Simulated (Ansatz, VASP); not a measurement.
## C: VASP beside Ansatz

File INCAR:

```
  PREC = Accurate
  ENCUT = 520
  EDIFF = 1E-6
  ISMEAR = 0
  SIGMA = 0.05
  LREAL = F
  LASPH = T
  NELM = 80
  ALGO = Normal
  ISIF = 2
  LWAVE = F
  LCHARG = T
  LELF = T
  LVHAR = T
  NBANDS = 11
```

File KPOINTS:

```
regular mesh
0
Gamma
  12 12 12
```

Contents of POSCAR:

```
C
1.0
    0.0000000000      1.8121215719      1.6730671760
    1.8121215719      0.0000000000      1.6730671760
    1.8121215719      1.8121215719      0.0000000000
C
2
Direct
    0.5000000000      0.5000000000      0.5000000000
    0.7500000000      0.7500000000      0.7500000000
```

Input for Ansatz:

```yaml
crystal:
  lattice:
    - [0.0, 1.8121215719, 1.673067176]
    - [1.8121215719, 0.0, 1.673067176]
    - [1.8121215719, 1.8121215719, 0.0]
  atoms:
    - { symbol: C, position: [0.5, 0.5, 0.5] }
    - { symbol: C, position: [0.75, 0.75, 0.75] }
basis:
  ecutwfc: 520.0
kpoints:
  mp_grid: { grid: [12, 12, 12] }
hamiltonian:
  xc: lda
  pseudopotentials: { kind: paw, azcp: { folder: soft_1 } }
scf:
  occupations: { method: gaussian, width: 0.05 }
output:
  forces: true
  stress: true
  eigenvalues: true
```

Change from the starting cell: strain +e along x and -e along y +0.0000, strain +e along z and -e/2 along x and y -0.0525.

Alike in both runs: task single point; functional LDA; k mesh 12 × 12 × 12; occupations gaussian, width 0.05 eV; no spin polarisation.

|  | VASP | Ansatz |
| --- | --- | --- |
| version | VASP 6.6.1 | Ansatz 0.2.0 |
| potentials or method | VASP PAW LDA potentials, release 64 (C), cutoff 520 eV | scalar-relativistic, plane waves, PAW |
| valence electrons in the cell | 8 | 8 |

Ansatz gave:

```
gap on the k mesh at the Fermi level (eV)                     : 2.22
least direct gap on the mesh (eV)                             : 4.29
pressure (GPa)                                                : 1.1
traceless stress, the component that is largest in VASP (GPa) : 46.74
```

Estimate VASP's values.

gap on the k mesh at the Fermi level (eV): 2.21; least direct gap on the mesh (eV): 4.29; pressure (GPa): 2.8; traceless stress, the component that is largest in VASP (GPa): 46.66.

Ansatz warns that its potentials were made for another functional, while VASP's fit it. LDA's correlation is that of Perdew and Zunger in VASP and of Perdew and Wang (1992) in Ansatz.
